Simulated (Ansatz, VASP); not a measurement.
# One calculation of KMgF3, two programs

INCAR

```
SYSTEM = KMgF3
PREC = Accurate
ENCUT = 600
EDIFF = 1E-7
ISMEAR = -1
SIGMA = 0.05
LREAL = .FALSE.
LASPH = .TRUE.
NELM = 60
ALGO = Normal
ISIF = 3
LWAVE = .FALSE.
LCHARG = .FALSE.
GGA = CA
IBRION = 2
NSW = 60
EDIFFG = -0.01
```

The input KPOINTS:

```
Automatic mesh
0
G
  7 7 7
  0 0 0
```

File POSCAR:

```
KMgF3
1.0
    3.9859000000      0.0000000000      0.0000000000
    0.0000000000      3.9859000000      0.0000000000
    0.0000000000      0.0000000000      3.9859000000
K Mg F
1 1 3
Direct
    0.5000000000      0.5000000000      0.5000000000
    0.0000000000      0.0000000000      0.0000000000
    0.0000000000      0.0000000000      0.5000000000
    0.0000000000      0.5000000000      0.0000000000
    0.5000000000      0.0000000000      0.0000000000
```

Contents of input.yaml:

```yaml
crystal:
  lattice:
    - [3.9859, 0.0, 0.0]
    - [0.0, 3.9859, 0.0]
    - [0.0, 0.0, 3.9859]
  atoms:
    - { symbol: K, position: [0.5, 0.5, 0.5] }
    - { symbol: Mg, position: [0.0, 0.0, 0.0] }
    - { symbol: F, position: [0.0, 0.0, 0.5] }
    - { symbol: F, position: [0.0, 0.5, 0.0] }
    - { symbol: F, position: [0.5, 0.0, 0.0] }
hamiltonian:
  xc: lda
  pseudopotentials: { kind: paw }
kpoints:
  mp_grid: { grid: [7, 7, 7] }
scf:
  occupations: { method: fermi_dirac, width: 0.05 }
output:
  forces: true
  stress: true
  eigenvalues: true
  write_density: true
  write_potential: true
  elf: true
  volumetric_format: npy
relax:
  f_tol: 0.01
  max_steps: 40
  cell: { stress_tol: 0.05 }
```

Alike in both runs: task relaxation of cell and atoms; functional LDA; k mesh 7 × 7 × 7; occupations fermi-dirac, width 0.05 eV; no spin polarisation.

|  | VASP | Ansatz |
| --- | --- | --- |
| version | VASP 6.6.1 | Ansatz 0.2.0 |
| potentials or method | VASP PAW LDA potentials, release 64 (K_sv, Mg, F) | Ansatz PAW |
| plane-wave cutoff (eV) | 600 | 420 |
| valence electrons in the cell | 32 | 40 |

|  | VASP | Ansatz | Ansatz less VASP |
| --- | --- | --- | --- |
| gap on the k mesh at the Fermi level, each at its own relaxed structure (eV) | 7.56 | 7.48 | -0.075 |
| relaxed volume (Å³/atom) | 11.80 | 11.94 | +0.142 |
| relaxed cell length with the largest relative difference (Å) | 3.893 | 3.908 | +0.0156 |

LDA's correlation is that of Perdew and Zunger in VASP and of Perdew and Wang (1992) in Ansatz. VASP's potentials hold 32 valence electrons a cell and Ansatz's 40, so a difference there can come from the potentials and not from the codes.

Noted on Ansatz's run: odd divisions of the mesh miss points on the zone boundary, where band edges often lie, so the gap on the mesh can be too wide; the plane-wave basis is chosen anew once the cell has moved, so the energies of steps on either side of that aren't comparable.
